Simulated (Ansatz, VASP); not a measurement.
# One calculation of SrTiO3, two programs

```
CELL_PARAMETERS angstrom
3.89112 0.00000 0.00000
0.00000 3.89112 0.00000
0.00000 0.00000 3.89112
ATOMIC_POSITIONS crystal
Sr 0.50000 0.50000 0.50000
Ti 0.00000 0.00000 0.00000
O 0.50000 0.00000 0.00000
O 0.00000 0.50000 0.00000
O 0.00000 0.00000 0.50000
```

Alike in both runs: task single point; functional PBEsol; k mesh 8 × 8 × 8; occupations gaussian, width 0.02 eV; no spin polarisation.

```csv
,VASP,Ansatz
version,VASP 6.6.1,Ansatz 0.2.0
potentials or method,"VASP PAW PBE potentials, release 64 (Sr_sv, Ti_sv, O), cutoff 520 eV","scalar-relativistic, plane waves, PAW"
valence electrons in the cell,40,40
```

|  | VASP | Ansatz | Ansatz less VASP |
| --- | --- | --- | --- |
| gap on the k mesh at the Fermi level (eV) | 1.82 | 1.85 | +0.032 |
| least direct gap on the mesh (eV) | 2.17 | 2.19 | +0.021 |

VASP's potentials were made for PBE, not for PBEsol. The functional is the same, so the differences come from potentials, cutoffs and numerics.
